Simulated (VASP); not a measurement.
Write the native input for VASP 6.6.1 that does the following.

- Task: single point
- Functional: PBE
- Potentials or basis: VASP PAW PBE potentials, release 64 (Sc_sv, Ga_d, P)
- Cutoff: 520 eV
- k mesh: 12 × 12 × 6
- Occupations: gaussian, width 0.1 eV
- Spin: no spin polarisation
- Dipole correction: no
- Further INCAR settings: ALGO = Normal; EDIFF = 1e-06; NBANDS = 34

The structure of Sc2GaP3 lies in POSCAR:

```
Sc2GaP3
1.0
    4.7760571027      0.0000000000      0.0000000000
   -2.3880285514      4.1361867809      0.0000000000
    0.0000000000      0.0000000000      8.6317958324
Sc Ga P
2 1 3
Direct
    0.0000000000      0.0000000000      0.6708017172
    0.0000000000      0.0000000000      0.3291982828
    0.0000000000      0.0000000000      0.0000000000
    0.5000000000      0.0000000000      0.5000000000
    0.0000000000      0.5000000000      0.5000000000
    0.5000000000      0.5000000000      0.5000000000
```

The cell was generated, and may not be a known phase.

The input as run:

INCAR

```
SYSTEM = Sc2GaP3
ALGO     = Normal         ! electronic algorithm
EDIFF    = 1E-6           ! SCF threshold, eV
ENCUT    = 520            ! plane-wave cutoff, eV
GGA      = PE             ! functional
ISIF     = 2              ! what is computed and relaxed
ISMEAR   = 0              ! smearing method
LASPH    = .True.         ! aspherical terms in the spheres
LCHARG   = .True.         ! write CHGCAR
LELF     = .True.         ! ELF
LREAL    = .False.        ! projectors in reciprocal space
LVHAR    = .True.       
LWAVE    = .False.        ! write WAVECAR
NBANDS   = 34             ! bands
NELM     = 60             ! most SCF steps
PREC     = Accurate       ! precision mode
SIGMA    = 0.1            ! smearing width, eV
```

KPOINTS

```
k-points
0
Gamma
  12 12 6
  0 0 0
```

Potentials or basis: VASP PAW PBE potentials, release 64 (Sc_sv, Ga_d, P).

Run with:

```bash
$ cat potpaw_PBE.64/Sc_sv/POTCAR potpaw_PBE.64/Ga_d/POTCAR potpaw_PBE.64/P/POTCAR > POTCAR
$ mpirun -np 1 vasp_std > vasp.out
```

It gave:

* Pressure: 0.0 GPa
* Largest force: 0.018 eV/Å
* Band gap on the k mesh: zero (bands 25 and 26 overlap by 0.44 eV)

Caveat: semilocal functionals underestimate gaps, and a narrow one can read as zero.

Run time: 8.3 min on 1 thread of Intel Xeon 8259CL, with other jobs on the host, peak memory 0.52 GiB.
